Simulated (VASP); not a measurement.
## SrTiO3: electric field gradients with PBEsol

Crystal: SrTiO3.

```xyz
5
Lattice="3.9180 0.0000 0.0000 0.0000 3.9180 0.0000 0.0000 0.0000 3.9180" Properties=species:S:1:pos:R:3 pbc="T T T"
Sr    0.0000    0.0000    0.0000
Ti    1.9590    1.9590    1.9590
O     0.0000    1.9590    1.9590
O     1.9590    0.0000    1.9590
O     1.9590    1.9590    0.0000
```

This cell differs from its parent crystal: volume scaled by 1.01.

```json
{
  "Program": "VASP 6.6.1",
  "Task": "electric field gradients",
  "Functional": "PBEsol",
  "Potentials or basis": "VASP PAW PBE potentials, release 64 (Sr_sv, Ti_sv, O)",
  "Cutoff": "520 eV",
  "k mesh": "7 × 7 × 7",
  "Occupations": "fermi-dirac, width 0.05 eV",
  "Spin": "no spin polarisation",
  "Dipole correction": "no",
  "Further INCAR settings": "ALGO = Normal; EDIFF = 1e-08; NBANDS = 28"
}
```

```json
{"Pressure": "-3.0 GPa", "Band gap on the k mesh": "1.85 eV, indirect (least direct gap 2.15 eV)"}
```

Levels at points of the mesh, in eV from the valence-band top:
```
           k point  band 18  band 19  band 20  band 21  band 22  band 23
(0.00, 0.00, 0.00)    -0.30    -0.30    -0.30     1.85     1.85     1.85
```

Electric field gradients, principal values (V/Å²):
```csv
atom,least,middle,greatest (by size)
1 Sr,0.000,0.000,0.000
2 Ti,0.000,0.000,0.000
3 O,-5.187,-5.187,10.374
4 O,-5.187,-5.187,10.374
5 O,-5.187,-5.187,10.374
```

It took 100 s on 1 thread of AMD EPYC 7R13 Processor (Zen 3) (shared host), peak memory 0.15 GiB.

Caveat: without QUAD_EFG the Cq values of the log hold for a quadrupole moment of 1 mb, not for the nuclei; the PAW data sets were made with another functional, which shifts forces and pressure a little. A k mesh can miss the band edges.
